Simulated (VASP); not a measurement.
# B (P4/mmm) in VASP: notebook

Runs on B. Level: PBE. Tasks: density of states, electric field gradients.

Everything below comes from runs of VASP 6.6.1. Logs are shortened: lines on timing, memory, paths and dates and some standing lists are left out, and cuts for length are marked.

## 1. The cell of the first run

It takes space group P4/mmm (No. 123, tetragonal). Conventional cell: a = 2.346 Å, b = 2.346 Å, c = 1.586 Å, α = 90.00°, β = 90.00°, γ = 90.00°. B (site symmetry 4/mmm) has 2 B at 1.59 Å within 2.1 Å.

## 2. Density of states, PBE

The input, POSCAR:

```
B
1.0
    2.3461100000      0.0000000000      0.0000000000
    0.0000000000      2.3461100000      0.0000000000
    0.0000000000      0.0000000000      1.5857900000
B
1
Direct
    0.5000000000      0.5000000000      0.5000000000
```

The input, INCAR.step1:

```
  PREC = Accurate
  ENCUT = 520
  EDIFF = 1E-6
  ISMEAR = -1
  SIGMA = 0.05
  LREAL = False
  LASPH = True
  NELM = 80
  ALGO = Normal
  ISIF = 2
  LWAVE = False
  LCHARG = True
  GGA = PE
  NBANDS = 8
```

The input, KPOINTS.step1:

```
Automatic mesh
0
Gamma
  11 11 16
```

The input, INCAR.step2:

```
  PREC = Accurate
  ENCUT = 520
  EDIFF = 1E-6
  ISMEAR = -5
  SIGMA = 0.05
  LREAL = False
  LASPH = True
  NELM = 80
  ALGO = Normal
  ISIF = 2
  LWAVE = False
  LCHARG = False
  GGA = PE
  LORBIT = 11
  NBANDS = 8
  NEDOS = 1001
  ICHARG = 11
```

The input, KPOINTS.step2:

```
Automatic mesh
0
Gamma
  17 17 24
```

Potentials or basis: VASP PAW PBE potentials, release 64 (B).

On the command line:

```console
cat potpaw_PBE.64/B/POTCAR > POTCAR
cp INCAR.step1 INCAR
cp KPOINTS.step1 KPOINTS
mpirun -np 1 vasp_std > vasp.out
cp INCAR.step2 INCAR
cp KPOINTS.step2 KPOINTS
mpirun -np 1 vasp_std > vasp.out
```

OUTCAR:

```text
PREC = Accurate
   ENCUT = 520
   EDIFF = 1E-6
   ISMEAR = -5
   LREAL = False
   LASPH = True
   NELM = 80
   ISIF = 2
   GGA = PE
   LORBIT = 11
   ICHARG = 11

 ion  position               nearest neighbor table
   1  0.500  0.500  0.500-

  LATTYP: Found a simple tetragonal cell.
 ALAT       =     2.3461100000
 C/A-ratio  =     0.6759231238

  Lattice vectors:

 A1 = (   2.3461100000,   0.0000000000,   0.0000000000)
 A2 = (   0.0000000000,   2.3461100000,   0.0000000000)
 A3 = (   0.0000000000,   0.0000000000,   1.5857900000)

Analysis of symmetry for initial positions (statically):
=====================================================================
 Subroutine PRICEL returns:
 Original cell was already a primitive cell.

 Routine SETGRP: Setting up the symmetry group for a
 simple tetragonal supercell.

 Subroutine GETGRP returns: Found 16 space group operations
 (whereof 16 operations were pure point group operations)
 out of a pool of 16 trial point group operations.

The static configuration has the point symmetry D_4h.

Analysis of symmetry for dynamics (positions and initial velocities):
=====================================================================
 Subroutine PRICEL returns:
 Original cell was already a primitive cell.

 Routine SETGRP: Setting up the symmetry group for a
 simple tetragonal supercell.

 Subroutine GETGRP returns: Found 16 space group operations
 (whereof 16 operations were pure point group operations)
 out of a pool of 16 trial point group operations.

The dynamic configuration has the point symmetry D_4h.

 Subroutine INISYM returns: Found 16 space group operations
 (whereof 16 operations are pure point group operations),
 and found     1 'primitive' translations

----------------------------------------------------------------------------------------

                                     Primitive cell

  volume of cell :       8.7286

  direct lattice vectors                    reciprocal lattice vectors
     2.346110000  0.000000000  0.000000000     0.426237474  0.000000000  0.000000000
     0.000000000  2.346110000  0.000000000     0.000000000  0.426237474  0.000000000
     0.000000000  0.000000000  1.585790000     0.000000000  0.000000000  0.630600521

  length of vectors
     2.346110000  2.346110000  1.585790000     0.426237474  0.426237474  0.630600521

  position of ions in fractional coordinates (direct lattice)
     0.500000000  0.500000000  0.500000000

  ion indices of the primitive-cell ions
   primitive index   ion index
                 1           1
[... 75 lines left out ...]
   LREAL  =      F    real-space projection
   EDIFFG = 0.1E-04   stopping-criterion for IOM
   NSW    =      0    number of steps for IOM
   IBRION =     -1    ionic relax: 0-MD 1-quasi-New 2-CG
   NFREE  =      0    steps in history (QN), initial steepest desc. (CG)
   ISIF   =      2    stress and relaxation
   ISYM   =      2    0-nonsym 1-usesym 2-fastsym
   POTIM  = 0.5000    time-step for ionic-motion
   TEBEG  =    0.0;   TEEND  =   0.0 temperature during run
   PSTRESS=    0.0 pullay stress
   NELECT =       3.0000    total number of electrons
   NUPDOWN=      -1.0000    fix difference up-down
   EMIN   =  10.00;   EMAX   =-10.00  energy-range for DOS
   EFERMI =   0.00;   METHOD = LEGACY
   ISMEAR =    -5;   SIGMA  =   0.05  broadening in eV -4-tet -1-fermi 0-gaus
   EFERMI_NEDOS =   21; number of points for ismear=-14 and -15
   IALGO  =     38    algorithm
   IMIX   =      4    mixing-type and parameters
     AMIX     =   0.40;   BMIX     =  1.00
     AMIX_MAG =   1.60;   BMIX_MAG =  1.00
  volume/ion in A,a.u.               =       8.73        58.90
  Fermi-wavevector in a.u.,A,eV,Ry     =   1.146747  2.167038 17.892065  1.315030
  Thomas-Fermi vector in A             =   2.283430
   LORBIT       =     11    0 simple, 1 ext, 2 COOP (PROOUT), +10 PAW based schemes
   GGA     = PE    functional components
   LHFCALC =     F    Hartree Fock is set to
   AEXX    =    0.0000 exact exchange contribution
   IVDW    =     0    specifies the selected vdW correction
   LEPSILON=     F    determine dielectric tensor
   LRPA    =     F    only Hartree local field effects (RPA)
 non-spin polarized calculation
 Fermi weights with tetrahedron method with Bloechl corrections
  energy-cutoff  :      520.00
  volume of cell :        8.73
 maximum number of plane-waves:       254
 NGX is ok and might be reduce to    18

 number of electron       3.0000000 magnetization

 Free energy of the ion-electron system (eV)
  ---------------------------------------------------
  ext. energy  EPLUGINS =         0.00000000
  ---------------------------------------------------
  free energy    TOTEN  =        -5.65073287 eV

  energy without entropy =       -5.65073287  energy(sigma->0) =       -5.65073287

 E-fermi :   4.9851     XC(G=0): -11.0188

 val. band max:        5.0061769091   @ k =   0.2353   0.2353   0.1250
 cond. band min:       4.7742833240   @ k =   0.3529   0.3529   0.1667
 fundamental gap:     -0.2318935851
 Fermi energy:         4.9850503306

 k-point     1 :       0.0000    0.0000    0.0000
  band No.  band energies     occupation
      1      -8.9605      2.00000
      2       9.4551      0.00000
      3       9.4551      0.00000
      4      19.3056      0.00000
      5      20.4235      0.00000
      6      31.3540      0.00000
      7      40.8649      0.00000
      8      40.8649      0.00000
[... 243 lines left out ...]
 k-point    24 :       0.4706    0.1176    0.0000
  band No.  band energies     occupation
      1      -4.1296      2.00000
      2      -1.8870      2.00000
      3       9.8361      0.00000
      4      20.5894      0.00000
      5      26.8695      0.00000
      6      32.1786      0.00000
      7      32.3061      0.00000
      8      42.5548      0.00000

 [... further k-points ...]
[... 5 lines left out ...]
  --------------------------------------------------------------------------------------
  -------------------------------------------------------------------------------------
  Total        0.0012772      0.0012772     -0.0362948      0.0000000      0.0000000      0.0000000
  in kB        0.2344448      0.2344448     -6.6621269      0.0000000      0.0000000      0.0000000
  external PRESSURE =      -2.0644125 kB  Pullay stress =       0.0000000 kB

 VOLUME and BASIS-vectors are now :
 -----------------------------------------------------------------------------
  energy-cutoff  :      520.00
  volume of cell :        8.73
      direct lattice vectors                 reciprocal lattice vectors
     2.346110000  0.000000000  0.000000000     0.426237474  0.000000000  0.000000000
     0.000000000  2.346110000  0.000000000     0.000000000  0.426237474  0.000000000
     0.000000000  0.000000000  1.585790000     0.000000000  0.000000000  0.630600521

 POSITION                                       TOTAL-FORCE (eV/Angst)
 -----------------------------------------------------------------------------------
      1.17305      1.17305      0.79290         0.000000      0.000000      0.000000
 -----------------------------------------------------------------------------------
    total drift:                                0.000000      0.000000     -0.000000

  FREE ENERGIE OF THE ION-ELECTRON SYSTEM (eV)
  ---------------------------------------------------
  free  energy   TOTEN  =        -5.6507328687 eV

  energy  without entropy=       -5.6507328687  energy(sigma->0) =       -5.65073287

 total charge

# of ion       s       p       d       tot
------------------------------------------
    1        0.763   1.120   0.000   1.882
```

OSZICAR.step1:

```text
N       E                     dE             d eps       ncg     rms          rms(c)
DAV:   1    -0.274870617739E+01   -0.27487E+01   -0.13154E+03  3232   0.258E+02
DAV:   2    -0.595365304413E+01   -0.32049E+01   -0.31175E+01  3984   0.377E+01
DAV:   3    -0.596012592535E+01   -0.64729E-02   -0.64712E-02  3408   0.183E+00
DAV:   4    -0.596012693705E+01   -0.10117E-05   -0.10116E-05  4520   0.201E-02
DAV:   5    -0.596012693727E+01   -0.21669E-09   -0.76608E-10  3456   0.886E-05    0.357E+00
DAV:   6    -0.574159567556E+01    0.21853E+00   -0.16200E-01  3336   0.162E+00    0.199E+00
DAV:   7    -0.565868558532E+01    0.82910E-01   -0.21498E-01  3568   0.184E+00    0.228E-01
DAV:   8    -0.565876574586E+01   -0.80161E-04   -0.11974E-03  3104   0.290E-01    0.278E-02
DAV:   9    -0.565875913928E+01    0.66066E-05   -0.37948E-05  4184   0.293E-02    0.114E-02
DAV:  10    -0.565876026254E+01   -0.11233E-05   -0.12692E-06  3480   0.760E-03    0.779E-04
DAV:  11    -0.565876024972E+01    0.12823E-07   -0.31874E-08  1968   0.947E-04
   1 F= -.56587602E+01 E0= -.56577845E+01  d E =-.195154E-02
```

Wall time 51 s (1 thread of Intel Xeon 6975P-C, shared host); peak memory 0.15 GiB.

What came out:

```
Valence electrons inside the program's atomic spheres : B 1.88
```

Levels at points of the mesh, in eV from the Fermi level:
```tsv
k point	band 1	band 2	band 3	band 4
(0.00, 0.00, 0.00)	-13.95	4.47	4.47	14.32
(0.00, 0.00, 0.50)	-5.92	1.45	13.60	13.60
```

Caveat: tetrahedron occupations give inexact forces and stress in metals.

## 3. Electric field gradients, PBE

The input, INCAR:

```
SYSTEM = B
ALGO     = Normal         ! electronic algorithm
EDIFF    = 1E-8           ! SCF threshold, eV
ENCUT    = 420            ! plane-wave cutoff, eV
GGA      = PE             ! functional
GGA_COMPAT= .FALSE.      
ISIF     = 2              ! what is computed and relaxed
ISMEAR   = -1             ! smearing method
LASPH    = .TRUE.         ! aspherical terms in the spheres
LCHARG   = .FALSE.        ! write CHGCAR
LEFG     = .TRUE.       
LREAL    = .FALSE.        ! projectors in reciprocal space
LWAVE    = .FALSE.        ! write WAVECAR
NBANDS   = 8              ! bands
NELM     = 120            ! most SCF steps
PREC     = Accurate       ! precision mode
SIGMA    = 0.05           ! smearing width, eV
```

The input, KPOINTS:

```
k-points
0
G
  11 11 16
  0 0 0
```

POSCAR is that of step 2.

Potentials or basis: VASP PAW PBE potentials, release 64 (B).

On the command line:

```console
cat potpaw_PBE.64/B/POTCAR > POTCAR
mpirun -np 1 vasp_std > vasp.out
```

OUTCAR:

```text
SYSTEM = B
   EDIFF = 1E-8
   ENCUT = 420
   GGA = PE
   ISIF = 2
   ISMEAR = -1
   LASPH = .TRUE.
   LREAL = .FALSE.
   NELM = 120
   PREC = Accurate

 ion  position               nearest neighbor table
   1  0.500  0.500  0.500-

  LATTYP: Found a simple tetragonal cell.
 ALAT       =     2.3461100000
 C/A-ratio  =     0.6759231238

  Lattice vectors:

 A1 = (   2.3461100000,   0.0000000000,   0.0000000000)
 A2 = (   0.0000000000,   2.3461100000,   0.0000000000)
 A3 = (   0.0000000000,   0.0000000000,   1.5857900000)

Analysis of symmetry for initial positions (statically):
=====================================================================
 Subroutine PRICEL returns:
 Original cell was already a primitive cell.

 Routine SETGRP: Setting up the symmetry group for a
 simple tetragonal supercell.

 Subroutine GETGRP returns: Found 16 space group operations
 (whereof 16 operations were pure point group operations)
 out of a pool of 16 trial point group operations.

The static configuration has the point symmetry D_4h.

Analysis of symmetry for dynamics (positions and initial velocities):
=====================================================================
 Subroutine PRICEL returns:
 Original cell was already a primitive cell.

 Routine SETGRP: Setting up the symmetry group for a
 simple tetragonal supercell.

 Subroutine GETGRP returns: Found 16 space group operations
 (whereof 16 operations were pure point group operations)
 out of a pool of 16 trial point group operations.

The dynamic configuration has the point symmetry D_4h.

[... 144 lines left out ...]
 E-fermi :   5.0289     XC(G=0): -11.0189

 val. band max:        4.9365667648   @ k =   0.3636   0.0000   0.3125
 cond. band min:       5.0379120461   @ k =   0.4545   0.3636   0.1875
 fundamental gap:      0.1013452813
 Fermi energy:         5.0288866154

 k-point     1 :       0.0000    0.0000    0.0000
  band No.  band energies     occupation
      1      -8.9604      2.00000
      2       9.4558      0.00000
      3       9.4558      0.00000
      4      19.3067      0.00000
      5      20.4239      0.00000
      6      31.3546      0.00000
      7      40.8651      0.00000
      8      40.8651      0.00000
[... 243 lines left out ...]
 k-point    24 :       0.1818    0.0000    0.0625
  band No.  band energies     occupation
      1      -8.0517      2.00000
      2       5.7701      0.00000
      3      10.1245      0.00000
      4      20.5997      0.00000
      5      24.4904      0.00000
      6      30.3985      0.00000
      7      34.2028      0.00000
      8      37.5295      0.00000

 [... further k-points ...]
[... 5 lines left out ...]
  --------------------------------------------------------------------------------------
  -------------------------------------------------------------------------------------
  Total       -0.0614478     -0.0614478      0.0705623      0.0000000      0.0000000      0.0000000
  in kB      -11.2791031    -11.2791031     12.9521147      0.0000000      0.0000000      0.0000000
  external PRESSURE =      -3.2020305 kB  Pullay stress =       0.0000000 kB

 VOLUME and BASIS-vectors are now :
 -----------------------------------------------------------------------------
  energy-cutoff  :      420.00
  volume of cell :        8.73
      direct lattice vectors                 reciprocal lattice vectors
     2.346110000  0.000000000  0.000000000     0.426237474  0.000000000  0.000000000
     0.000000000  2.346110000  0.000000000     0.000000000  0.426237474  0.000000000
     0.000000000  0.000000000  1.585790000     0.000000000  0.000000000  0.630600521

 POSITION                                       TOTAL-FORCE (eV/Angst)
 -----------------------------------------------------------------------------------
      1.17305      1.17305      0.79290         0.000000      0.000000      0.000000
 -----------------------------------------------------------------------------------
    total drift:                                0.000000      0.000000      0.000000

  FREE ENERGIE OF THE ION-ELECTRON SYSTEM (eV)
  ---------------------------------------------------
  free  energy   TOTEN  =        -5.6583034993 eV

  energy  without entropy=       -5.6563518118  energy(sigma->0) =       -5.65732766

 Electric field gradients (V/A^2)
---------------------------------------------------------------------
 ion       V_xx      V_yy      V_zz      V_xy      V_xz      V_yz
---------------------------------------------------------------------
   1      21.927    21.927   -43.855    -0.000    -0.000    -0.000
---------------------------------------------------------------------

 Electric field gradients after diagonalization (V/A^2)
 (convention: |V_zz| > |V_xx| > |V_yy|)
----------------------------------------------------------------------
 ion       V_xx      V_yy      V_zz     asymmetry (V_yy - V_xx)/ V_zz
----------------------------------------------------------------------
   1      21.927    21.927   -43.855       0.000
----------------------------------------------------------------------

           NMR quadrupolar parameters

 Cq : quadrupolar parameter    Cq=e*Q*V_zz/h
 eta: asymmetry parameters     (V_yy - V_xx)/ V_zz
 Q  : nuclear electric quadrupole moment in mb (millibarn)
----------------------------------------------------------------------
 ion       Cq(MHz)       eta       Q (mb)
----------------------------------------------------------------------
   1      -0.106       0.000       1.000
----------------------------------------------------------------------
```

OSZICAR:

```text
N       E                     dE             d eps       ncg     rms          rms(c)
DAV:   1    -0.362509705958E+01   -0.36251E+01   -0.11720E+03  3360   0.216E+02
DAV:   2    -0.595619913427E+01   -0.23311E+01   -0.22002E+01  4048   0.316E+01
DAV:   3    -0.595964158471E+01   -0.34425E-02   -0.34423E-02  3512   0.124E+00
DAV:   4    -0.595964207126E+01   -0.48655E-06   -0.48637E-06  4392   0.130E-02
DAV:   5    -0.595964207165E+01   -0.38573E-09   -0.39079E-10  3496   0.611E-05    0.356E+00
DAV:   6    -0.574108013855E+01    0.21856E+00   -0.16198E-01  3352   0.162E+00    0.198E+00
DAV:   7    -0.565822791277E+01    0.82852E-01   -0.21490E-01  3552   0.183E+00    0.227E-01
DAV:   8    -0.565830880885E+01   -0.80896E-04   -0.11548E-03  3112   0.273E-01    0.278E-02
DAV:   9    -0.565830235546E+01    0.64534E-05   -0.37625E-05  4144   0.289E-02    0.112E-02
DAV:  10    -0.565830349752E+01   -0.11421E-05   -0.12511E-06  3456   0.744E-03    0.792E-04
DAV:  11    -0.565830348295E+01    0.14566E-07   -0.32271E-08  3976   0.932E-04    0.458E-04
DAV:  12    -0.565830350016E+01   -0.17202E-07   -0.17527E-09  2352   0.281E-04    0.167E-05
DAV:  13    -0.565830349927E+01    0.88887E-09   -0.27844E-11  1904   0.303E-05
   1 F= -.56583035E+01 E0= -.56573277E+01  d E =-.195169E-02
```

Run time: 3.9 s. Hardware: 1 thread of Intel Xeon 6975P-C (Granite Rapids), shared host; peak memory 0.11 GiB.

Results:

```
Free energy : -5.6583 eV
Pressure    : -0.3 GPa
```

Stress tensor (GPa, compression positive):
```
-1.13  0.00  0.00
 0.00 -1.13  0.00
 0.00  0.00  1.30
```

Electric field gradients, principal values (V/Å²):
```tsv
atom	least	middle	greatest (by size)
1 B	21.927	21.927	-43.855
```

Caveat: without QUAD_EFG the Cq values of the log hold for a quadrupole moment of 1 mb, not for the nuclei.
